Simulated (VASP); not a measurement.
Input of a VASP 6.6.1 run:

INCAR

```
SYSTEM = ZnS
PREC = Accurate
ENCUT = 520
EDIFF = 1E-7
ISMEAR = 0
SIGMA = 0.01
LREAL = .FALSE.
LASPH = .TRUE.
NELM = 60
ALGO = Normal
ISIF = 2
LWAVE = .FALSE.
LCHARG = .FALSE.
GGA = PE
IVDW = 13
NBANDS = 26
```

File KPOINTS:

```
regular mesh
0
G
  6 6 3
  0 0 0
```

POSCAR

```
ZnS
1.0
    3.9577190044      0.0000000000      0.0000000000
   -1.9788595022      3.4274853922      0.0000000000
    0.0000000000      0.0000000000      6.4740016462
Zn S
2 2
Direct
    0.3333333333      0.6666666667      0.0000000000
    0.6666666667      0.3333333333      0.5000000000
    0.3333333333      0.6666666667      0.3850000000
    0.6666666667      0.3333333333      0.8850000000
```

Potentials or basis: VASP PAW PBE potentials, release 64 (Zn, S).

Command:

```sh
$ cat potpaw_PBE.64/Zn/POTCAR potpaw_PBE.64/S/POTCAR > POTCAR
$ mpirun -np 1 vasp_std > vasp.out
```

Estimate the pressure.

-6.8 GPa.

What does it give for the dispersion energy per atom?

-0.272 eV.

Forces in eV/Å, atoms in the order of the input:
```
Zn   0.000  0.000  0.206
Zn   0.000  0.000  0.206
S    0.000  0.000 -0.206
S    0.000  0.000 -0.206
```
